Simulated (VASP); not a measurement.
Here is a VASP 6.6.1 calculation.

Contents of INCAR:

```
SYSTEM = ZrC
PREC = Accurate ; ENCUT = 520
EDIFF = 1E-6 ; ISMEAR = 0
SIGMA = 0.1 ; LREAL = .False.
LASPH = .True. ; NELM = 60
ALGO = Normal ; ISIF = 2
LWAVE = .False. ; LCHARG = .True.
GGA = PE ; LELF = .True.
LVHAR = .True. ; NBANDS = 24
```

File KPOINTS:

```
regular mesh
0
Gamma
  12 12 9
  0 0 0
```

POSCAR

```
ZrC
1.0
    3.3014855472      0.0000000000      0.0000000000
   -1.6507427736      2.8591703541      0.0000000000
    0.0000000000      0.0000000000      5.8446853917
Zr C
2 2
Direct
    0.0000000000      0.0000000000      0.0000000000
    0.0000000000      0.0000000000      0.5000000000
    0.3333333333      0.6666666667      0.2500000000
    0.6666666667      0.3333333333      0.7500000000
```

Potentials or basis: VASP PAW PBE potentials, release 64 (Zr_sv, C).

Command:

```sh
$ cat potpaw_PBE.64/Zr_sv/POTCAR potpaw_PBE.64/C/POTCAR > POTCAR
$ mpirun -np 1 vasp_std > vasp.out
```

(1) Predict the pressure.

(2) What does it give for the band gap on the k mesh?

## Answers

(1) 0.2 GPa.

(2) zero (bands 16 and 17 overlap by 1.54 eV).
